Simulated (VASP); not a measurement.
Set up this calculation in VASP 6.6.1, as the native input.

```yaml
Task: single point
Functional: PBE
Potentials_or_basis: VASP PAW PBE potentials, release 64 (Pt, Se)
Cutoff: 520 eV
k_mesh: 4 × 4 × 4
Occupations: fermi-dirac, width 0.026 eV
Spin: no spin polarisation
Dipole_correction: no
Further_INCAR_settings: ALGO = Normal; EDIFF = 1e-06; NBANDS = 18
```

The structure of PtSe2 lies in POSCAR:

```
PtSe2
1.0
    1.8457016900      1.0656163676      5.7607123032
   -1.8457016900      1.0656163676      5.7607123032
    0.0000000000     -2.1312327351      5.7607123032
Pt Se
1 2
Direct
    0.0026293207     -0.0015382000     -0.0037697825
    0.2618631671      0.2566353450      0.2531814063
    0.7329557851      0.7473931127      0.7517405250
```

One way to write it, as run:

INCAR

```
PREC = Accurate
ENCUT = 520
EDIFF = 1E-6
ISMEAR = -1
SIGMA = 0.026
LREAL = False
LASPH = True
NELM = 60
ALGO = Normal
ISIF = 2
LWAVE = False
LCHARG = False
GGA = PE
NBANDS = 18
```

KPOINTS

```
regular mesh
0
Gamma
  4 4 4
```

Potentials or basis: VASP PAW PBE potentials, release 64 (Pt, Se).

The run is started by

```bash
$ cat potpaw_PBE.64/Pt/POTCAR potpaw_PBE.64/Se/POTCAR > POTCAR
$ mpirun -np 1 vasp_std > vasp.out
```

Results of the run:

* Pressure: 3.5 GPa
* Largest force: 0.513 eV/Å
* Band gap on the k mesh: 0.35 eV, indirect (least direct gap 0.75 eV)

Caveat: the k points lie up to 0.50 Å⁻¹ apart; spin-orbit coupling is left out, which moves the levels of the heavy elements.

Wall time 2.4 min on 1 thread of Intel(R) Xeon(R) Platinum 8259CL CPU @ 2.50GHz (Skylake/Cascade Lake) (shared host), peak memory 0.32 GiB.
